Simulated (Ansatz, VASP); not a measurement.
This is a calculation of MgO for VASP 6.6.1.

File INCAR:

```
ALGO     = Normal         # electronic algorithm
EDIFF    = 1E-6           # SCF threshold, eV
ENCUT    = 520            # plane-wave cutoff, eV
GGA      = PE             # functional
ISIF     = 2              # what is computed and relaxed
ISMEAR   = -1             # smearing method
LASPH    = True           # aspherical terms in the spheres
LCHARG   = True           # write CHGCAR
LELF     = True           # ELF
LREAL    = False          # projectors in reciprocal space
LVHAR    = True         
LWAVE    = False          # write WAVECAR
NBANDS   = 16             # bands
NELM     = 80             # most SCF steps
PREC     = Accurate       # precision mode
SIGMA    = 0.05           # smearing width, eV
```

KPOINTS

```
k-points
0
Gamma
  9 9 7
```

POSCAR

```
MgO
1.0
    3.4863778627      0.0000000000      0.0000000000
   -1.7431889314      3.0192917963      0.0000000000
    0.0000000000      0.0000000000      4.1780412200
Mg O
2 2
Direct
    0.3333333333      0.6666666667      0.2500000000
    0.6666666667      0.3333333333      0.7500000000
    0.3333333333      0.6666666667      0.7500000000
    0.6666666667      0.3333333333      0.2500000000
```

Potentials or basis: VASP PAW PBE potentials, release 64 (Mg, O).

Command:

```console
$ cat potpaw_PBE.64/Mg/POTCAR potpaw_PBE.64/O/POTCAR > POTCAR
$ mpirun -np 1 vasp_std > vasp.out
```

Question: Translate it to Ansatz 0.2.0. Potentials there: Ansatz PAW.

Answer: As run (the cutoff follows the program's own potentials):

File input.yaml:

```yaml
crystal:
  lattice:
    - [3.4863778627, 0.0, 0.0]
    - [-1.7431889314, 3.0192917963, 0.0]
    - [0.0, 0.0, 4.17804122]
  atoms:
    - { symbol: Mg, position: [0.3333333333, 0.6666666667, 0.25] }
    - { symbol: Mg, position: [0.6666666667, 0.3333333333, 0.75] }
    - { symbol: O, position: [0.3333333333, 0.6666666667, 0.75] }
    - { symbol: O, position: [0.6666666667, 0.3333333333, 0.25] }
hamiltonian:
  xc: pbe
  pseudopotentials: { kind: paw }
kpoints:
  mp_grid: { grid: [9, 9, 7] }
scf:
  occupations: { method: fermi_dirac, width: 0.05 }
output:
  forces: true
  stress: true
  eigenvalues: true
```

Potentials or basis: Ansatz PAW.

Run with:

```console
$ ansatz run input.yaml --threads 2 --pin off --max-ram 5120MiB --backend cpu --events-out ev --progress --plain --runs-dir out
```

Both were run:

|  | VASP | Ansatz | Ansatz less VASP |
| --- | --- | --- | --- |
| gap on the k mesh at the Fermi level (eV) | 3.44 | 3.46 | +0.017 |
| least direct gap on the mesh (eV) | 3.44 | 3.46 | +0.017 |
| pressure (GPa) | 4.0 | 4.5 | +0.54 |
| traceless stress, the component that is largest in VASP (GPa) | 0.62 | 0.72 | +0.102 |

VASP's potentials hold 16 valence electrons a cell and Ansatz's 32, so a difference there can come from the potentials and not from the codes.

Noted on Ansatz's run: odd divisions of the mesh miss points on the zone boundary, where band edges often lie, so the gap on the mesh can be too wide.
